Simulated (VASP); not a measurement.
# KTaO3 in VASP: notebook

The runs below take KTaO3 through single point, with HSE06.

Program: VASP 6.6.1. These are calculated values, not measurements. Logs are shortened: lines on timing, memory, paths and dates and some standing lists are left out, and cuts for length are marked.

## (1) The cell of the first run

Symmetry: Pm-3m, No. 221, cubic system. Conventional cell: a = 3.990 Å, b = 3.990 Å, c = 3.990 Å, α = 90.00°, β = 90.00°, γ = 90.00°. K (site symmetry m-3m) has 12 O at 2.82 Å and 8 Ta at 3.46 Å within 3.7 Å. Within 2.6 Å of Ta (site symmetry m-3m) lie 6 O at 2.00 Å. O (site symmetry 4/mmm) has 2 Ta at 2.00 Å within 2.6 Å.

## (2) Single point, HSE06

POSCAR reads:

```
KTaO3
1.0
    3.9901309586      0.0000000000      0.0000000000
    0.0000000000      3.9901309586      0.0000000000
    0.0000000000      0.0000000000      3.9901309586
K Ta O
1 1 3
Direct
    0.5000000000      0.5000000000      0.5000000000
    0.0000000000      0.0000000000      0.0000000000
    0.5000000000      0.0000000000      0.0000000000
    0.0000000000      0.5000000000      0.0000000000
    0.0000000000      0.0000000000      0.5000000000
```

INCAR.step1 reads:

```
PREC     = Accurate       # precision mode
ENCUT    = 520            # plane-wave cutoff, eV
EDIFF    = 1E-5           # SCF threshold, eV
ISMEAR   = 0              # smearing method
SIGMA    = 0.01           # smearing width, eV
LREAL    = F              # projectors in reciprocal space
LASPH    = T              # aspherical terms in the spheres
NELM     = 100            # most SCF steps
ALGO     = Normal         # electronic algorithm
ISIF     = 2              # what is computed and relaxed
LWAVE    = T              # write WAVECAR
NBANDS   = 27             # bands
GGA      = PE             # functional
KPAR     = 2
```

INCAR.step2 reads:

```
PREC     = Accurate       # precision mode
ENCUT    = 520            # plane-wave cutoff, eV
EDIFF    = 1E-7           # SCF threshold, eV
ISMEAR   = 0              # smearing method
SIGMA    = 0.01           # smearing width, eV
LREAL    = F              # projectors in reciprocal space
LASPH    = T              # aspherical terms in the spheres
NELM     = 100            # most SCF steps
ALGO     = Normal         # electronic algorithm
ISIF     = 2              # what is computed and relaxed
LWAVE    = F              # write WAVECAR
LCHARG   = T              # write CHGCAR
GGA      = PE             # functional
LHFCALC  = T              # exact exchange
HFSCREEN = 0.2079         # screening, 1/A
PRECFOCK = Fast         
LVHAR    = T            
NBANDS   = 27             # bands
ISTART   = 1            
KPAR     = 2
```

KPOINTS reads:

```
regular mesh
0
Gamma
  4 4 4
```

Potentials or basis: VASP PAW PBE potentials, release 64 (K_sv, Ta_pv, O).

On the command line:

```bash
cat potpaw_PBE.64/K_sv/POTCAR potpaw_PBE.64/Ta_pv/POTCAR potpaw_PBE.64/O/POTCAR > POTCAR
cp INCAR.step1 INCAR
mpirun -np 2 vasp_std > vasp.out
cp INCAR.step2 INCAR
mpirun -np 2 vasp_std > vasp.out
```

OUTCAR:

```text
PREC = Accurate
   ENCUT = 520
   EDIFF = 1E-7
   ISMEAR = 0
   LREAL = F
   LASPH = T
   NELM = 100
   ISIF = 2
   GGA = PE
   LHFCALC = T
   HFSCREEN = 0.2079
   PRECFOCK = Fast
   ISTART = 1

 ion  position               nearest neighbor table
   1  0.500  0.500  0.500-   3 2.82   4 2.82   5 2.82   3 2.82   4 2.82   3 2.82   5 2.82   3 2.82
                             4 2.82   5 2.82   4 2.82   5 2.82   2 3.46   2 3.46   2 3.46   2 3.46
   2  0.000  0.000  0.000-   3 2.00   4 2.00   5 2.00   5 2.00   4 2.00   3 2.00   1 3.46   1 3.46
                             1 3.46   1 3.46   1 3.46   1 3.46   1 3.46   1 3.46
   3  0.500  0.000  0.000-   2 2.00   2 2.00   1 2.82   1 2.82   1 2.82   1 2.82
   4  0.000  0.500  0.000-   2 2.00   2 2.00   1 2.82   1 2.82   1 2.82   1 2.82
   5  0.000  0.000  0.500-   2 2.00   2 2.00   1 2.82   1 2.82   1 2.82   1 2.82

  LATTYP: Found a simple cubic cell.
 ALAT       =     3.9901309586

  Lattice vectors:

 A1 = (   3.9901309586,   0.0000000000,   0.0000000000)
 A2 = (   0.0000000000,   3.9901309586,   0.0000000000)
 A3 = (   0.0000000000,   0.0000000000,   3.9901309586)

Analysis of symmetry for initial positions (statically):
=====================================================================
 Subroutine PRICEL returns:
 Original cell was already a primitive cell.

 Routine SETGRP: Setting up the symmetry group for a
 simple cubic supercell.

 Subroutine GETGRP returns: Found 48 space group operations
 (whereof 48 operations were pure point group operations)
 out of a pool of 48 trial point group operations.

The static configuration has the point symmetry O_h .

Analysis of symmetry for dynamics (positions and initial velocities):
=====================================================================
 Subroutine PRICEL returns:
 Original cell was already a primitive cell.

 Routine SETGRP: Setting up the symmetry group for a
 simple cubic supercell.

 Subroutine GETGRP returns: Found 48 space group operations
 (whereof 48 operations were pure point group operations)
 out of a pool of 48 trial point group operations.

The dynamic configuration has the point symmetry O_h .

 Subroutine INISYM returns: Found 48 space group operations
 (whereof 48 operations are pure point group operations),
 and found     1 'primitive' translations

----------------------------------------------------------------------------------------

                                     Primitive cell

  volume of cell :      63.5275

  direct lattice vectors                    reciprocal lattice vectors
     3.990130959  0.000000000  0.000000000     0.250618341  0.000000000  0.000000000
     0.000000000  3.990130959  0.000000000     0.000000000  0.250618341  0.000000000
     0.000000000  0.000000000  3.990130959     0.000000000  0.000000000  0.250618341

  length of vectors
     3.990130959  3.990130959  3.990130959     0.250618341  0.250618341  0.250618341

  position of ions in fractional coordinates (direct lattice)
     0.500000000  0.500000000  0.500000000
     0.000000000  0.000000000  0.000000000
     0.500000000  0.000000000  0.000000000
     0.000000000  0.500000000  0.000000000
     0.000000000  0.000000000  0.500000000

  ion indices of the primitive-cell ions
   primitive index   ion index
                 1           1
                 2           2
                 3           3
                 4           4
                 5           5

----------------------------------------------------------------------------------------

 KPOINTS: regular mesh

Automatic generation of k-mesh.
 Grid dimensions read from file:
 generate k-points for:    4    4    4

 Generating k-lattice:

  Cartesian coordinates                     Fractional coordinates (reciprocal lattice)
     0.062654585  0.000000000  0.000000000     0.250000000  0.000000000  0.000000000
     0.000000000  0.062654585  0.000000000     0.000000000  0.250000000  0.000000000
     0.000000000  0.000000000  0.062654585     0.000000000  0.000000000  0.250000000

  Length of vectors
     0.062654585  0.062654585  0.062654585

  Shift w.r.t. Gamma in fractional coordinates (k-lattice)
     0.000000000  0.000000000  0.000000000

 Subroutine IBZKPT returns following result:
 ===========================================

 Found     10 irreducible k-points:

 Following reciprocal coordinates:
            Coordinates               Weight
  0.000000  0.000000  0.000000      1.000000
  0.250000  0.000000  0.000000      6.000000
  0.500000  0.000000  0.000000      3.000000
  0.250000  0.250000  0.000000     12.000000
  0.500000  0.250000  0.000000     12.000000
  0.500000  0.500000  0.000000      3.000000
  0.250000  0.250000  0.250000      8.000000
  0.500000  0.250000  0.250000     12.000000
  0.500000  0.500000  0.250000      6.000000
  0.500000  0.500000  0.500000      1.000000
   k-points           NKPTS =     10   k-points in BZ     NKDIM =     64   number of bands    NBANDS=     27
   number of dos      NEDOS =    301   number of ions     NIONS =      5
   total plane-waves  NPLWV =  27000
   dimension x,y,z NGX =    30 NGY =   30 NGZ =   30
   dimension x,y,z NGXF=    60 NGYF=   60 NGZF=   60
   ions per type =               1   1   3
   NGX,Y,Z   is equivalent  to a cutoff of  12.50, 12.50, 12.50 a.u.
   NGXF,Y,Z  is equivalent  to a cutoff of  25.00, 25.00, 25.00 a.u.
 SYSTEM =  unknown system
   PREC   = accura    normal or accurate (medium, high low for compatibility)
   ISTART =      1    job   : 0-new  1-cont  2-samecut
   ICHARG =      0    charge: 1-file 2-atom 10-const
   ISPIN  =      1    spin polarized calculation?
   LNONCOLLINEAR =      F non collinear calculations
   LSORBIT =      F    spin-orbit coupling
   LASPH  =      T    aspherical Exc in radial PAW
   ENCUT  =  520.0 eV  38.22 Ry    6.18 a.u.   7.42  7.42  7.42*2*pi/ulx,y,z
   NELM   =    100;   NELMIN=  2; NELMDL=  0     # of ELM steps
   EDIFF  = 0.1E-06   stopping-criterion for ELM
   LREAL  =      F    real-space projection
   EDIFFG = 0.1E-05   stopping-criterion for IOM
   NSW    =      0    number of steps for IOM
   IBRION =     -1    ionic relax: 0-MD 1-quasi-New 2-CG
   NFREE  =      0    steps in history (QN), initial steepest desc. (CG)
   ISIF   =      2    stress and relaxation
   ISYM   =      3    0-nonsym 1-usesym 2-fastsym
   POTIM  = 0.5000    time-step for ionic-motion
   TEBEG  =    0.0;   TEEND  =   0.0 temperature during run
   PSTRESS=    0.0 pullay stress
   NELECT =      38.0000    total number of electrons
   NUPDOWN=      -1.0000    fix difference up-down
   EMIN   =  10.00;   EMAX   =-10.00  energy-range for DOS
   EFERMI =   0.00;   METHOD = LEGACY
   ISMEAR =     0;   SIGMA  =   0.01  broadening in eV -4-tet -1-fermi 0-gaus
   EFERMI_NEDOS =   21; number of points for ismear=-14 and -15
   IALGO  =     38    algorithm
   IMIX   =      1    mixing-type and parameters
     AMIX     =   0.40;   BMIX     =  1.00
     AMIX_MAG =   1.60;   BMIX_MAG =  1.00
  volume/ion in A,a.u.               =      12.71        85.74
  Fermi-wavevector in a.u.,A,eV,Ry     =   1.379375  2.606640 25.887454  1.902674
  Thomas-Fermi vector in A             =   2.504350
   LORBIT       =      0    0 simple, 1 ext, 2 COOP (PROOUT), +10 PAW based schemes
   GGA     = PE    functional components
   LHFCALC =     T    Hartree Fock is set to
   PRECFOCK=fast      Normal, Fast or Accurate (Low or Medium for compatibility)
   ENCUT4O =  -1.0   cutoff for four orbital integrals eV
   NKREDX  =     1    reduce k-point grid by
   NKREDY  =     1    reduce k-point grid by
   NKREDZ  =     1    reduce k-point grid by
   AEXX    =    0.2500 exact exchange contribution
   HFSCREEN=    0.2079 screening length (either q_TF or 0.3 A-1)
   HFSCREENC=   0.2079 screening length for correlation (either q_TF or 0.3 A-1)
   ENCUTFOCK=  -1.0 apply spherical cutoff to Coloumb kernel
   IVDW    =     0    specifies the selected vdW correction
   LEPSILON=     F    determine dielectric tensor
   LRPA    =     F    only Hartree local field effects (RPA)
 non-spin polarized calculation
 Gauss-broadening in eV      SIGMA  =   0.01
  energy-cutoff  :      520.00
  volume of cell :       63.53
 maximum number of plane-waves:      1743
 NGX is ok and might be reduce to    30
  NGX = 16; NGY = 16; NGZ = 16

 number of electron      37.9999976 magnetization

 Free energy of the ion-electron system (eV)
  ---------------------------------------------------
  ext. energy  EPLUGINS =         0.00000000
  ---------------------------------------------------
  free energy    TOTEN  =       -49.36302466 eV

  energy without entropy =      -49.36302466  energy(sigma->0) =      -49.36302466

 E-fermi :   0.7694     XC(G=0):  -8.9278

 val. band max:        0.6944835038   @ k =   0.5000   0.5000   0.5000
 cond. band min:       4.1730636969   @ k =   0.0000   0.0000   0.0000
 fundamental gap:      3.4785801931
 Fermi energy:         0.7694297574

 k-point     1 :       0.0000    0.0000    0.0000
  band No.  band energies     occupation
      1     -35.3934      2.00000
      2     -35.3934      2.00000
      3     -35.3934      2.00000
      4     -28.5451      2.00000
      5     -18.5037      2.00000
      6     -17.7649      2.00000
[... 19 lines left out ...]
     26      10.5110      0.00000
     27      10.5110      0.00000

 k-point     2 :       0.2500    0.0000    0.0000
  band No.  band energies     occupation
      1     -35.4461      2.00000
      2     -35.3900      2.00000
      3     -35.3900      2.00000
      4     -28.5301      2.00000
      5     -18.3916      2.00000
      6     -17.7526      2.00000
[... 19 lines left out ...]
     26      11.2682      0.00000
     27      11.5638      0.00000

 k-point     3 :       0.5000    0.0000    0.0000
  band No.  band energies     occupation
      1     -35.4981      2.00000
      2     -35.3867      2.00000
      3     -35.3867      2.00000
      4     -28.5153      2.00000
      5     -18.3840      2.00000
      6     -17.7403      2.00000
[... 174 lines left out ...]
      1     -35.4871      2.00000
      2     -35.4871      2.00000
      3     -35.4321      2.00000
      4     -28.4926      2.00000
      5     -17.4222      2.00000
      6     -16.7783      2.00000
[... 19 lines left out ...]
     26      13.2502      0.00000
     27      13.6981      0.00000

 k-point    10 :       0.5000    0.5000    0.5000
  band No.  band energies     occupation
      1     -35.4837      2.00000
      2     -35.4837      2.00000
      3     -35.4837      2.00000
      4     -28.4844      2.00000
      5     -16.7372      2.00000
      6     -16.7372      2.00000
[... 19 lines left out ...]
     26      13.2549      0.00000
     27      15.0666      0.00000

------------------------ aborting loop because EDIFF is reached ----------------------------------------

  FORCE on cell =-STRESS in cart. coord.  units (eV):
  Direction    XX          YY          ZZ          XY          YZ          ZX
  --------------------------------------------------------------------------------------
  -------------------------------------------------------------------------------------
  Total       -0.1054589     -0.1054589     -0.1054589     -0.0000000     -0.0000000      0.0000000
  in kB       -2.6596978     -2.6596978     -2.6596978     -0.0000000     -0.0000000      0.0000000
  external PRESSURE =      -2.6596978 kB  Pullay stress =       0.0000000 kB

 VOLUME and BASIS-vectors are now :
 -----------------------------------------------------------------------------
  energy-cutoff  :      520.00
  volume of cell :       63.53
      direct lattice vectors                 reciprocal lattice vectors
     3.990130959  0.000000000  0.000000000     0.250618341  0.000000000  0.000000000
     0.000000000  3.990130959  0.000000000     0.000000000  0.250618341  0.000000000
     0.000000000  0.000000000  3.990130959     0.000000000  0.000000000  0.250618341

 POSITION                                       TOTAL-FORCE (eV/Angst)
 -----------------------------------------------------------------------------------
      1.99507      1.99507      1.99507         0.000000      0.000000      0.000000
      0.00000      0.00000      0.00000         0.000000      0.000000      0.000000
      1.99507      0.00000      0.00000         0.000000      0.000000      0.000000
      0.00000      1.99507      0.00000         0.000000      0.000000      0.000000
      0.00000      0.00000      1.99507         0.000000      0.000000      0.000000
 -----------------------------------------------------------------------------------
    total drift:                               -0.000001     -0.000001     -0.000001

  FREE ENERGIE OF THE ION-ELECTRON SYSTEM (eV)
  ---------------------------------------------------
  free  energy   TOTEN  =       -49.3630246576 eV

  energy  without entropy=      -49.3630246576  energy(sigma->0) =      -49.36302466
```

Run time: 8.7 min. Hardware: 2 MPI ranks of Intel Xeon Platinum 8259CL at 2.50GHz (Skylake/Cascade Lake), shared host; peak memory 0.27 GiB.

What came out:

* Free energy: -49.3630 eV
* Pressure: -0.3 GPa
* Band gap on the k mesh: 3.48 eV (least direct gap 4.13 eV)

Caveat: the PAW data sets were made with another functional, which shifts forces and pressure a little; spin-orbit coupling is left out, which moves the levels of the heavy elements.

## (3) Single point, HSE06 (biaxial xy strain +3.7%)

POSCAR, as its differences from that of step 2:

```diff
@@ -2,4 +2,4 @@
 1.0
-    3.9901309586      0.0000000000      0.0000000000
-    0.0000000000      3.9901309586      0.0000000000
+    4.1381648171      0.0000000000      0.0000000000
+    0.0000000000      4.1381648171      0.0000000000
     0.0000000000      0.0000000000      3.9901309586
```

INCAR.step1 reads:

```
SYSTEM = KTaO3
ALGO = Normal ; EDIFF = 1E-5
ENCUT = 520 ; GGA = PE
ISIF = 2 ; ISMEAR = 0
KPAR = 2 ; LASPH = .True.
LCHARG = .False. ; LREAL = .False.
LWAVE = .True. ; NBANDS = 27
NELM = 80 ; PREC = Accurate
SIGMA = 0.01
```

INCAR.step2 reads:

```
SYSTEM = KTaO3
ALGO = Normal ; EDIFF = 1E-6
ENCUT = 520 ; GGA = PE
HFSCREEN = 0.2079 ; ISIF = 2
ISMEAR = 0 ; ISTART = 1
KPAR = 2 ; LASPH = .True.
LCHARG = .False. ; LHFCALC = .True.
LREAL = .False. ; LWAVE = .False.
NBANDS = 27 ; NELM = 80
PREC = Accurate ; PRECFOCK = Fast
SIGMA = 0.01
```

KPOINTS reads:

```
k-points
0
Gamma
  4 4 4
  0 0 0
```

Potentials or basis: VASP PAW PBE potentials, release 64 (K_sv, Ta_pv, O).

On the command line:

```bash
cat potpaw_PBE.64/K_sv/POTCAR potpaw_PBE.64/Ta_pv/POTCAR potpaw_PBE.64/O/POTCAR > POTCAR
cp INCAR.step1 INCAR
mpirun -np 2 vasp_std > vasp.out
cp INCAR.step2 INCAR
mpirun -np 2 vasp_std > vasp.out
```

It took 14 min on 2 MPI ranks of Intel Xeon Platinum 8259CL at 2.50GHz (Skylake/Cascade Lake), shared host; peak memory 0.3 GiB.

It converged, with:

- Free energy: -49.0931 eV
- Pressure: -13.0 GPa
- Band gap on the k mesh: 3.19 eV (least direct gap 3.87 eV)

Stress tensor (GPa, compression positive):
```
-16.61   0.00   0.00
  0.00 -16.61   0.00
  0.00   0.00  -5.82
```

Levels at points of the mesh, in eV from the valence-band top:
```csv
k point,band 16,band 17,band 18,band 19,band 20,band 21,band 22,band 23
"(0.00, 0.00, 0.00)",-0.93,-0.71,-0.68,-0.68,3.19,3.23,3.23,7.00
"(0.50, 0.00, 0.00)",-2.28,-1.47,-1.00,-0.91,3.34,5.78,5.80,7.32
"(0.50, 0.50, 0.00)",-2.09,-1.77,-1.77,-0.04,5.81,5.81,7.08,8.76
"(0.00, 0.00, 0.50)",-2.07,-1.41,-0.85,-0.85,3.35,6.27,6.27,7.04
"(0.50, 0.00, 0.50)",-1.93,-1.39,-1.35,-0.12,5.85,6.29,7.43,7.89
"(0.50, 0.50, 0.50)",-3.73,-0.08,-0.08,0.00,7.20,7.52,7.52,10.28
```

Caveat: the cell differs from its parent crystal (biaxial xy strain +3.7%); the stress differs along the axes, from -17 to -6 GPa; the PAW data sets were made with another functional, which shifts forces and pressure a little; spin-orbit coupling is left out, which moves the levels of the heavy elements.
